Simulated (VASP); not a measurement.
A run of VASP 6.6.1:

File INCAR:

```
PREC     = Accurate       # precision mode
ENCUT    = 520            # plane-wave cutoff, eV
EDIFF    = 1E-6           # SCF threshold, eV
ISMEAR   = 0              # smearing method
SIGMA    = 0.1            # smearing width, eV
LREAL    = False          # projectors in reciprocal space
LASPH    = True           # aspherical terms in the spheres
NELM     = 100            # most SCF steps
ALGO     = Normal         # electronic algorithm
ISIF     = 2              # what is computed and relaxed
LWAVE    = False          # write WAVECAR
LCHARG   = False          # write CHGCAR
GGA      = PE             # functional
IVDW     = 12             # dispersion correction
NBANDS   = 36             # bands
```

The input KPOINTS:

```
regular mesh
0
Gamma
  12 12 4
```

The input POSCAR:

```
YPt2S4
1.0
    3.9301785470      0.0000000000      0.0000000000
   -1.9650892735      3.4036344631      0.0000000000
    0.0000000000      0.0000000000      9.6895549541
Y Pt S
1 2 4
Direct
    0.0000000000      0.0000000000      0.0000000000
    0.6666666667      0.3333333333      0.7326642747
    0.3333333333      0.6666666667      0.2673357253
    0.3333333333      0.6666666667      0.8456931272
    0.0000000000      0.0000000000      0.6050728741
    0.0000000000      0.0000000000      0.3949271259
    0.6666666667      0.3333333333      0.1543068728
```

Potentials or basis: VASP PAW PBE potentials, release 64 (Y_sv, Pt, S).

Command:

```sh
$ cat potpaw_PBE.64/Y_sv/POTCAR potpaw_PBE.64/Pt/POTCAR potpaw_PBE.64/S/POTCAR > POTCAR
$ mpirun -np 1 vasp_std > vasp.out
```

Hardware: 1 thread of Intel(R) Xeon(R) 6975P-C (Granite Rapids) (shared host).

Q: How long does it take, and how much memory?

A: Run time: 2.5 min on 1 thread of Intel(R) Xeon(R) 6975P-C (Granite Rapids), on a shared host, peak memory 0.46 GiB. Counts: scf iterations 15, k points 69.
